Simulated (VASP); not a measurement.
Input of a VASP 6.6.1 run:

File INCAR:

```
SYSTEM = V
  PREC = Accurate
  ENCUT = 600
  EDIFF = 1E-6
  ISMEAR = 0
  SIGMA = 0.1
  LREAL = .False.
  LASPH = .True.
  NELM = 80
  ALGO = Normal
  ISIF = 3
  LWAVE = .False.
  LCHARG = .False.
  GGA = CA
  IBRION = 2
  NSW = 100
  EDIFFG = -0.002
```

KPOINTS

```
regular mesh
0
Gamma
  20 20 20
  0 0 0
```

POSCAR

```
V
1.0
   -1.4672033618      1.4672033618      1.4672033618
    1.4672033618     -1.4672033618      1.4672033618
    1.4672033618      1.4672033618     -1.4672033618
V
1
Direct
    0.0000000000      0.0000000000      0.0000000000
```

Potentials or basis: VASP PAW LDA potentials, release 64 (V_sv).

Run with:

```sh
$ cat potpaw_LDA.64/V_sv/POTCAR > POTCAR
$ mpirun -np 1 vasp_std > vasp.out
```

Estimate the relaxed volume.

12.56 Å³/atom.

What does it give for the relaxed cell?

a = 2.536 Å, b = 2.536 Å, c = 2.536 Å, α = 109.47°, β = 109.47°, γ = 109.47°.

Estimate the space group after relaxing (to 0.05 Å).

Im-3m (No. 229).

Final structure:
```xyz
1
Lattice="-1.4643 1.4643 1.4643 1.4643 -1.4643 1.4643 1.4643 1.4643 -1.4643" Properties=species:S:1:pos:R:3 pbc="T T T"
V     0.0000    0.0000    0.0000
```

LDA usually gives volumes a few per cent too small. Zero-point motion and thermal expansion aren't in these numbers.
